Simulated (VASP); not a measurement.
A run of VASP 6.6.1 is set up as follows.

Contents of INCAR:

```
PREC = Accurate
ENCUT = 520
EDIFF = 1E-7
ISMEAR = -1
SIGMA = 0.02
LREAL = False
LASPH = True
NELM = 80
ALGO = Normal
ISIF = 2
LWAVE = False
LCHARG = False
GGA = PE
NBANDS = 15
```

Contents of KPOINTS:

```
Automatic mesh
0
Gamma
  12 12 10
```

The input POSCAR:

```
TaN
1.0
    2.8982913036      0.0000000000      0.0000000000
   -1.4491456518      2.5099938965      0.0000000000
    0.0000000000      0.0000000000      2.8440357641
Ta N
1 1
Direct
    0.3333333333      0.6666666667      0.5000000000
    0.0000000000      0.0000000000      0.0000000000
```

Potentials or basis: VASP PAW PBE potentials, release 64 (Ta_pv, N).

Command:

```bash
$ cat potpaw_PBE.64/Ta_pv/POTCAR potpaw_PBE.64/N/POTCAR > POTCAR
$ mpirun -np 1 vasp_std > vasp.out
```

Task: Estimate the band gap on the k mesh.

Result: Zero (band 8 reaches 9.12 eV, above the bottom of band 9 at 8.59 eV).

Task: Estimate the pressure.

Result: 21.5 GPa.

Stress tensor (GPa, compression positive):
```
20.49  0.00  0.00
 0.00 20.49  0.00
 0.00  0.00 23.62
```

Caveat: spin-orbit coupling is left out, which moves the levels of the heavy elements.
